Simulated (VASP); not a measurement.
# Ge in VASP: a series of runs

Ge is run at these levels: PBEsol; tasks: single point.

Program: VASP 6.6.1. These are calculated values, not measurements. Logs are shortened: lines on timing, memory, paths and dates and some standing lists are left out, and cuts for length are marked.

## 1. The cell of the first run

Symmetry: Cmmm, No. 65, orthorhombic system. The conventional cell has a = 2.921 Å, b = 5.363 Å, c = 2.825 Å, α = 90.00°, β = 90.00°, γ = 90.00°. Within 3.7 Å of Ge (site symmetry mmm) lie 8 Ge at 2.82 to 3.05 Å.

## 2. Single point, PBEsol (strained)

The input, INCAR:

```
PREC = Accurate
ENCUT = 520
EDIFF = 1E-6
ISMEAR = 0
SIGMA = 0.1
LREAL = F
LASPH = T
NELM = 80
ALGO = Normal
ISIF = 2
LWAVE = F
LCHARG = F
GGA = PS
NBANDS = 13
```

The input, KPOINTS:

```
Automatic mesh
0
Gamma
  16 16 16
```

The input, POSCAR:

```
Ge
1.0
    1.4605236786     -2.6813920476      0.0000000000
    1.4605236786      2.6813920476      0.0000000000
    0.0000000000      0.0000000000      2.8246161400
Ge
1
Direct
    0.5000000000      0.5000000000      0.0000000000
```

Potentials or basis: VASP PAW PBE potentials, release 64 (Ge_d).

Started as:

```
$ cat potpaw_PBE.64/Ge_d/POTCAR > POTCAR
$ mpirun -np 1 vasp_std > vasp.out
```

OUTCAR:

```text
PREC = Accurate
   ENCUT = 520
   EDIFF = 1E-6
   ISMEAR = 0
   LREAL = F
   LASPH = T
   NELM = 80
   ISIF = 2
   GGA = PS

 ion  position               nearest neighbor table
   1  0.500  0.500  0.000-

  LATTYP: Found a base centered orthorhombic cell.
 ALAT       =     2.9210473572
 B/A-ratio  =     1.8359113836
 C/A-ratio  =     0.9669874516

  Lattice vectors:

 A1 = (   1.4605236786,  -2.6813920476,   0.0000000000)
 A2 = (   1.4605236786,   2.6813920476,   0.0000000000)
 A3 = (   0.0000000000,   0.0000000000,   2.8246161400)

Analysis of symmetry for initial positions (statically):
=====================================================================
 Subroutine PRICEL returns:
 Original cell was already a primitive cell.

 Routine SETGRP: Setting up the symmetry group for a
 base centered orthorhombic supercell.

 Subroutine GETGRP returns: Found  8 space group operations
 (whereof  8 operations were pure point group operations)
 out of a pool of  8 trial point group operations.

The static configuration has the point symmetry D_2h.

Analysis of symmetry for dynamics (positions and initial velocities):
=====================================================================
 Subroutine PRICEL returns:
 Original cell was already a primitive cell.

 Routine SETGRP: Setting up the symmetry group for a
 base centered orthorhombic supercell.

 Subroutine GETGRP returns: Found  8 space group operations
 (whereof  8 operations were pure point group operations)
 out of a pool of  8 trial point group operations.

The dynamic configuration has the point symmetry D_2h.

 Subroutine INISYM returns: Found  8 space group operations
 (whereof  8 operations are pure point group operations),
 and found     1 'primitive' translations

----------------------------------------------------------------------------------------

                                     Primitive cell

  volume of cell :      22.1237

  direct lattice vectors                    reciprocal lattice vectors
     1.460523679 -2.681392048  0.000000000     0.342342960 -0.186470308  0.000000000
     1.460523679  2.681392048  0.000000000     0.342342960  0.186470308  0.000000000
     0.000000000  0.000000000  2.824616140     0.000000000  0.000000000  0.354030406

  length of vectors
     3.053357616  3.053357616  2.824616140     0.389833142  0.389833142  0.354030406

  position of ions in fractional coordinates (direct lattice)
     0.500000000  0.500000000  0.000000000

  ion indices of the primitive-cell ions
   primitive index   ion index
                 1           1

----------------------------------------------------------------------------------------

 KPOINTS: Automatic mesh

Automatic generation of k-mesh.
 Grid dimensions read from file:
 generate k-points for:   16   16   16

 Generating k-lattice:

  Cartesian coordinates                     Fractional coordinates (reciprocal lattice)
     0.021396435 -0.011654394  0.000000000     0.062500000  0.000000000  0.000000000
     0.021396435  0.011654394  0.000000000     0.000000000  0.062500000  0.000000000
     0.000000000  0.000000000  0.022126900     0.000000000  0.000000000  0.062500000

  Length of vectors
     0.024364571  0.024364571  0.022126900

  Shift w.r.t. Gamma in fractional coordinates (k-lattice)
     0.000000000  0.000000000  0.000000000

 Subroutine IBZKPT returns following result:
 ===========================================

 Found    657 irreducible k-points:

 Following reciprocal coordinates:
            Coordinates               Weight
  0.000000  0.000000  0.000000      1.000000
  0.062500  0.000000  0.000000      4.000000
  0.125000  0.000000  0.000000      4.000000
  0.187500  0.000000  0.000000      4.000000
  0.250000  0.000000  0.000000      4.000000
  0.312500  0.000000  0.000000      4.000000
[... 16 lines left out ...]
 -0.125000  0.062500  0.000000      4.000000
 -0.062500  0.062500  0.000000      2.000000
 [... further k-points ...]
   k-points           NKPTS =    657   k-points in BZ     NKDIM =    657   number of bands    NBANDS=     13
   number of dos      NEDOS =    301   number of ions     NIONS =      1
   total plane-waves  NPLWV =  13824
   dimension x,y,z NGX =    24 NGY =   24 NGZ =   24
   dimension x,y,z NGXF=    48 NGYF=   48 NGZF=   48
   ions per type =               1
   NGX,Y,Z   is equivalent  to a cutoff of  13.07, 13.07, 14.13 a.u.
   NGXF,Y,Z  is equivalent  to a cutoff of  26.13, 26.13, 28.25 a.u.
 SYSTEM =  unknown system
   PREC   = accura    normal or accurate (medium, high low for compatibility)
   ISTART =      0    job   : 0-new  1-cont  2-samecut
   ICHARG =      2    charge: 1-file 2-atom 10-const
   ISPIN  =      1    spin polarized calculation?
   LNONCOLLINEAR =      F non collinear calculations
   LSORBIT =      F    spin-orbit coupling
   LASPH  =      T    aspherical Exc in radial PAW
   ENCUT  =  520.0 eV  38.22 Ry    6.18 a.u.   5.68  5.68  5.25*2*pi/ulx,y,z
   NELM   =     80;   NELMIN=  2; NELMDL= -5     # of ELM steps
   EDIFF  = 0.1E-05   stopping-criterion for ELM
   LREAL  =      F    real-space projection
   EDIFFG = 0.1E-04   stopping-criterion for IOM
   NSW    =      0    number of steps for IOM
   IBRION =     -1    ionic relax: 0-MD 1-quasi-New 2-CG
   NFREE  =      0    steps in history (QN), initial steepest desc. (CG)
   ISIF   =      2    stress and relaxation
   ISYM   =      2    0-nonsym 1-usesym 2-fastsym
   POTIM  = 0.5000    time-step for ionic-motion
   TEBEG  =    0.0;   TEEND  =   0.0 temperature during run
   PSTRESS=    0.0 pullay stress
   NELECT =      14.0000    total number of electrons
   NUPDOWN=      -1.0000    fix difference up-down
   EMIN   =  10.00;   EMAX   =-10.00  energy-range for DOS
   EFERMI =   0.00;   METHOD = LEGACY
   ISMEAR =     0;   SIGMA  =   0.10  broadening in eV -4-tet -1-fermi 0-gaus
   EFERMI_NEDOS =   21; number of points for ismear=-14 and -15
   IALGO  =     38    algorithm
   IMIX   =      4    mixing-type and parameters
     AMIX     =   0.40;   BMIX     =  1.00
     AMIX_MAG =   1.60;   BMIX_MAG =  1.00
  volume/ion in A,a.u.               =      22.12       149.30
  Fermi-wavevector in a.u.,A,eV,Ry     =   1.405502  2.656013 26.877427  1.975435
  Thomas-Fermi vector in A             =   2.527956
   LORBIT       =      0    0 simple, 1 ext, 2 COOP (PROOUT), +10 PAW based schemes
   GGA     = PS    functional components
   LHFCALC =     F    Hartree Fock is set to
   AEXX    =    0.0000 exact exchange contribution
   IVDW    =     0    specifies the selected vdW correction
   LEPSILON=     F    determine dielectric tensor
   LRPA    =     F    only Hartree local field effects (RPA)
 non-spin polarized calculation
 Gauss-broadening in eV      SIGMA  =   0.10
  energy-cutoff  :      520.00
  volume of cell :       22.12
 maximum number of plane-waves:       612
   NGX = 11   NGY = 11   NGZ = 11

 number of electron      13.9999992 magnetization

 Free energy of the ion-electron system (eV)
  ---------------------------------------------------
  ext. energy  EPLUGINS =         0.00000000
  ---------------------------------------------------
  free energy    TOTEN  =        -4.62306667 eV

  energy without entropy =       -4.62078683  energy(sigma->0) =       -4.62192675

 E-fermi :   4.8578     XC(G=0): -10.6039

 val. band max:        4.8456710240   @ k =   0.5000   0.1875   0.4375
 cond. band min:       4.8638570711   @ k =   0.4375   0.0000   0.3750
 fundamental gap:      0.0181860471
 Fermi energy:         4.8577921376

 k-point     1 :       0.0000    0.0000    0.0000
  band No.  band energies     occupation
      1     -19.7129      2.00000
      2     -19.6769      2.00000
      3     -19.6473      2.00000
      4     -19.5695      2.00000
      5     -19.5568      2.00000
      6      -7.0661      2.00000
      7      10.7110      0.00000
      8      11.4599      0.00000
      9      12.4995      0.00000
     10      14.4609      0.00000
     11      16.8254      0.00000
     12      18.3196      0.00000
     13      18.9745      0.00000

 k-point     2 :       0.0625    0.0000    0.0000
  band No.  band energies     occupation
      1     -19.7110      2.00000
      2     -19.6740      2.00000
      3     -19.6475      2.00000
      4     -19.5700      2.00000
      5     -19.5581      2.00000
      6      -6.9805      2.00000
      7      10.7916      0.00000
      8      11.0797      0.00000
      9      11.7762      0.00000
     10      14.6673      0.00000
     11      16.8158      0.00000
     12      17.9651      0.00000
     13      18.9765      0.00000

 k-point     3 :       0.1250    0.0000    0.0000
  band No.  band energies     occupation
      1     -19.7060      2.00000
      2     -19.6667      2.00000
      3     -19.6466      2.00000
      4     -19.5714      2.00000
      5     -19.5616      2.00000
      6      -6.7242      2.00000
      7       9.6754      0.00000
      8      10.8478      0.00000
      9      11.0309      0.00000
     10      14.9212      0.00000
     11      15.8851      0.00000
     12      18.6370      0.00000
     13      20.4230      0.00000
[... 305 lines left out ...]
 k-point    23 :      -0.1250    0.0625    0.0000
  band No.  band energies     occupation
      1     -19.7086      2.00000
      2     -19.6745      2.00000
      3     -19.6422      2.00000
      4     -19.5722      2.00000
      5     -19.5584      2.00000
      6      -6.8263      2.00000
      7       9.6643      0.00000
      8      10.9337      0.00000
      9      11.4204      0.00000
     10      14.8951      0.00000
     11      16.8325      0.00000
     12      18.7187      0.00000
     13      19.6510      0.00000

 k-point    24 :      -0.0625    0.0625    0.0000
  band No.  band energies     occupation
      1     -19.7117      2.00000
      2     -19.6769      2.00000
      3     -19.6449      2.00000
      4     -19.5706      2.00000
      5     -19.5570      2.00000
      6      -6.9889      2.00000
      7      10.5730      0.00000
      8      10.7826      0.00000
      9      12.2973      0.00000
     10      14.6400      0.00000
     11      17.0585      0.00000
     12      18.1706      0.00000
     13      19.3312      0.00000

 [... further k-points ...]
[... 5 lines left out ...]
  --------------------------------------------------------------------------------------
  -------------------------------------------------------------------------------------
  Total       -1.2782619     -1.2984662     -1.3618217      0.0000000      0.0000000      0.0000000
  in kB      -92.5703844    -94.0335618    -98.6217024      0.0000000      0.0000000      0.0000000
  external PRESSURE =     -95.0752162 kB  Pullay stress =       0.0000000 kB

 VOLUME and BASIS-vectors are now :
 -----------------------------------------------------------------------------
  energy-cutoff  :      520.00
  volume of cell :       22.12
      direct lattice vectors                 reciprocal lattice vectors
     1.460523679 -2.681392048  0.000000000     0.342342960 -0.186470308  0.000000000
     1.460523679  2.681392048  0.000000000     0.342342960  0.186470308  0.000000000
     0.000000000  0.000000000  2.824616140     0.000000000  0.000000000  0.354030406

 POSITION                                       TOTAL-FORCE (eV/Angst)
 -----------------------------------------------------------------------------------
      1.46052      0.00000      0.00000         0.000000     -0.000000      0.000000
 -----------------------------------------------------------------------------------
    total drift:                               -0.000000     -0.000000     -0.000000

  FREE ENERGIE OF THE ION-ELECTRON SYSTEM (eV)
  ---------------------------------------------------
  free  energy   TOTEN  =        -4.6230666716 eV

  energy  without entropy=       -4.6207868345  energy(sigma->0) =       -4.62192675
```

Wall time 38 s (1 thread of Intel Xeon 6975P-C (Granite Rapids), shared host); peak memory 0.28 GiB.

Results:

| Property | Result |
| --- | --- |
| Free energy | -4.6231 eV |
| Pressure | -9.5 GPa |
| Band gap on the k mesh | zero (band 7 reaches 10.79 eV, above the bottom of band 8 at 2.61 eV) |

Caveat: the cell differs from its parent crystal (strained); the PAW data sets were made with another functional, which shifts forces and pressure a little.

## 3. Single point, PBEsol (strained)

The input, INCAR:

```
SYSTEM = Ge
  PREC = Accurate
  ENCUT = 520
  EDIFF = 1E-6
  ISMEAR = 0
  SIGMA = 0.1
  LREAL = .False.
  LASPH = .True.
  NELM = 60
  ALGO = Fast
  ISIF = 2
  LWAVE = .False.
  LCHARG = .False.
  GGA = PS
  NBANDS = 13
```

The input, KPOINTS:

```
regular mesh
0
Gamma
  16 16 14
  0 0 0
```

The input, POSCAR:

```
Ge
1.0
    1.3966519357     -2.4970604398      0.0000000000
    1.3949355952      2.4961383215      0.0000000000
    0.0000000000      0.0000000000      2.6388969003
Ge
1
Direct
    0.5000000000      0.5000000000      0.0000000000
```

Potentials or basis: VASP PAW PBE potentials, release 64 (Ge_d).

Started as:

```
$ cat potpaw_PBE.64/Ge_d/POTCAR > POTCAR
$ mpirun -np 1 vasp_std > vasp.out
```

OUTCAR:

```text
SYSTEM = Ge
   PREC = Accurate
   ENCUT = 520
   EDIFF = 1E-6
   ISMEAR = 0
   LREAL = .False.
   LASPH = .True.
   NELM = 60
   ISIF = 2
   GGA = PS

 ion  position               nearest neighbor table
   1  0.500  0.500  0.000-

  Warning from LATTYP: Monoclinic adjustment (A1->A3, A2->A1, A3->A2)!
  Warning from LATTYP: Got some problem with cell dimensions!
  Tried to take original basis but could not verify dimensions!
  LATTYP: Found a simple monoclinic cell.
 ALAT       =     2.7915876832
 B/A-ratio  =     0.9453032467
 C/A-ratio  =     1.0243156866
 COS(beta)  =    -0.4875422473

  Lattice vectors:

 A1 = (   2.7915875309,  -0.0009221183,   0.0000000000)
 A2 = (   0.0000000000,   0.0000000000,   2.6388969003)
 A3 = (  -1.3949355952,  -2.4961383215,   0.0000000000)

Analysis of symmetry for initial positions (statically):
=====================================================================
 Subroutine PRICEL returns:
 Original cell was already a primitive cell.

 Routine SETGRP: Setting up the symmetry group for a
 simple monoclinic supercell.

 Subroutine GETGRP returns: Found  4 space group operations
 (whereof  4 operations were pure point group operations)
 out of a pool of  4 trial point group operations.

The static configuration has the point symmetry C_2h.

Analysis of symmetry for dynamics (positions and initial velocities):
=====================================================================
 Subroutine PRICEL returns:
 Original cell was already a primitive cell.

 Routine SETGRP: Setting up the symmetry group for a
 simple monoclinic supercell.

 Subroutine GETGRP returns: Found  4 space group operations
 (whereof  4 operations were pure point group operations)
 out of a pool of  4 trial point group operations.

The dynamic configuration has the point symmetry C_2h.

 Subroutine INISYM returns: Found  4 space group operations
 (whereof  4 operations are pure point group operations),
 and found     1 'primitive' translations

----------------------------------------------------------------------------------------
[... 121 lines left out ...]
   LRPA    =     F    only Hartree local field effects (RPA)
 non-spin polarized calculation
 RMM-DIIS sequential band-by-band and
 Gauss-broadening in eV      SIGMA  =   0.10
  energy-cutoff  :      520.00
  volume of cell :       18.39
 maximum number of plane-waves:       508
 NGX is ok and might be reduce to    24
   NGX = 11   NGY = 11   NGZ =  9

 number of electron      14.0000001 magnetization

 Free energy of the ion-electron system (eV)
  ---------------------------------------------------
  ext. energy  EPLUGINS =         0.00000000
  ---------------------------------------------------
  free energy    TOTEN  =        -4.75311696 eV

  energy without entropy =       -4.75069943  energy(sigma->0) =       -4.75190819

 E-fermi :   6.7517     XC(G=0): -11.5104

 val. band max:        6.7495990745   @ k =   0.3750   0.1875   0.1429
 cond. band min:       6.7742270849   @ k =   0.2500   0.2500   0.2143
 fundamental gap:      0.0246280104
 Fermi energy:         6.7517190828

 k-point     1 :       0.0000    0.0000    0.0000
  band No.  band energies     occupation
      1     -17.9511      2.00000
      2     -17.8565      2.00000
      3     -17.8294      2.00000
      4     -17.6851      2.00000
      5     -17.6783      2.00000
      6      -6.6340      2.00000
      7      13.8135      0.00000
      8      14.8584      0.00000
      9      15.5155      0.00000
     10      17.2689      0.00000
     11      20.4568      0.00000
     12      21.5437      0.00000
     13      22.0824      0.00000
[... 354 lines left out ...]
  band No.  band energies     occupation
      1     -17.9436      2.00000
      2     -17.8551      2.00000
      3     -17.8186      2.00000
      4     -17.6902      2.00000
      5     -17.6808      2.00000
      6      -6.3517      2.00000
      7      12.6010      0.00000
      8      14.0893      0.00000
      9      14.1428      0.00000
     10      17.9020      0.00000
     11      19.5317      0.00000
     12      21.9842      0.00000
     13      23.7693      0.00000

 [... further k-points ...]

------------------------ aborting loop because EDIFF is reached ----------------------------------------

  FORCE on cell =-STRESS in cart. coord.  units (eV):
  Direction    XX          YY          ZZ          XY          YZ          ZX
  --------------------------------------------------------------------------------------
  -------------------------------------------------------------------------------------
  Total        0.0207112      0.0400750      0.0406683     -0.0013040      0.0000000      0.0000000
  in kB        1.8042359      3.4910941      3.5427818     -0.1135944      0.0000000      0.0000000
  external PRESSURE =       2.9460373 kB  Pullay stress =       0.0000000 kB

 VOLUME and BASIS-vectors are now :
 -----------------------------------------------------------------------------
  energy-cutoff  :      520.00
  volume of cell :       18.39
      direct lattice vectors                 reciprocal lattice vectors
     1.396651936 -2.497060440  0.000000000     0.358152996 -0.200149310  0.000000000
     1.394935595  2.496138322  0.000000000     0.358285304  0.200395576  0.000000000
     0.000000000  0.000000000  2.638896900     0.000000000  0.000000000  0.378946218

 POSITION                                       TOTAL-FORCE (eV/Angst)
 -----------------------------------------------------------------------------------
      1.39579     -0.00046      0.00000         0.000000      0.000000      0.000000
 -----------------------------------------------------------------------------------
    total drift:                               -0.000000     -0.000000     -0.000000

  FREE ENERGIE OF THE ION-ELECTRON SYSTEM (eV)
  ---------------------------------------------------
  free  energy   TOTEN  =        -4.7531169557 eV

  energy  without entropy=       -4.7506994292  energy(sigma->0) =       -4.75190819
```

OSZICAR:

```text
N       E                     dE             d eps       ncg     rms          rms(c)
DAV:   1     0.624602415080E+02    0.62460E+02   -0.71135E+03 29158   0.300E+03
DAV:   2     0.595601954764E+00   -0.61865E+02   -0.58977E+02 28750   0.412E+02
DAV:   3    -0.470477546494E+01   -0.53004E+01   -0.52754E+01 31116   0.704E+01
DAV:   4    -0.477522764574E+01   -0.70452E-01   -0.70443E-01 30670   0.882E+00
DAV:   5    -0.477590662579E+01   -0.67898E-03   -0.67898E-03 31819   0.956E-01    0.150E+00
RMM:   6    -0.475944335833E+01    0.16463E-01   -0.11199E-02 35278   0.162E+00    0.832E-01
RMM:   7    -0.475330062018E+01    0.61427E-02   -0.81915E-03 35441   0.113E+00    0.883E-02
RMM:   8    -0.475309489912E+01    0.20572E-03   -0.96679E-04 36368   0.495E-01    0.418E-02
RMM:   9    -0.475311550136E+01   -0.20602E-04   -0.16188E-04 36922   0.131E-01    0.225E-02
RMM:  10    -0.475311741797E+01   -0.19166E-05   -0.30428E-05 36018   0.830E-02    0.331E-03
RMM:  11    -0.475311695570E+01    0.46227E-06   -0.78782E-06 30684   0.373E-02
   1 F= -.47531170E+01 E0= -.47519082E+01  d E =-.241753E-02
```

Wall time 5.6 min (1 thread of AMD EPYC 7R13, shared host); peak memory 0.29 GiB.

What came out:

```yaml
Free_energy: -4.7531 eV
Pressure: 0.3 GPa
Band_gap_on_the_k_mesh: zero (band 7 reaches 13.91 eV, above the bottom of band 8 at 3.75 eV)
```

Stress tensor (GPa, compression positive):
```
 0.18 -0.01  0.00
-0.01  0.35  0.00
 0.00  0.00  0.35
```

Caveat: the cell differs from its parent crystal (strained); the PAW data sets were made with another functional, which shifts forces and pressure a little.

(Part 1 of 2 ends here.)
